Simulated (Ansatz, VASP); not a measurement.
Two plane-wave programs on MgMo

```
CELL_PARAMETERS angstrom
1.38720 -0.80090 5.02252
0.00000 1.60180 5.02252
-1.38720 -0.80090 5.02252
ATOMIC_POSITIONS crystal
Mg 0.00000 0.00000 0.00000
Mo 0.50000 0.50000 0.50000
```

Change from the starting cell: z stretched by +3 % at fixed volume, PAW files.

Alike in both runs: task electric field gradients; functional PBEsol; k mesh 13 × 13 × 13; occupations fermi-dirac, width 0.03 eV; no spin polarisation.

|  | VASP | Ansatz |
| --- | --- | --- |
| version | VASP 6.6.1 | Ansatz 0.2.0 |
| potentials or method | VASP PAW PBE potentials, release 64 (Mg, Mo_sv) | PAW with Ansatz's default frozen-core files, scalar-relativistic |
| plane-wave cutoff (eV) | 520 | 420 |
| valence electrons in the cell | 16 | 24 |

```csv
,VASP,Ansatz,Ansatz less VASP
pressure (GPa),1.2,1.0,-0.25
"traceless stress, the component that is largest in VASP (GPa)",-7.43,-7.31,+0.122
size of Vzz on the site where it differs most (V/Å²),8.4,14.1,+5.64
```

VASP's potentials were made for PBE, not for PBEsol. With one functional, cell and mesh, what is left measures potentials, basis and numerics. VASP's potentials hold 16 valence electrons a cell and Ansatz's 24, so a difference there can come from the potentials and not from the codes.
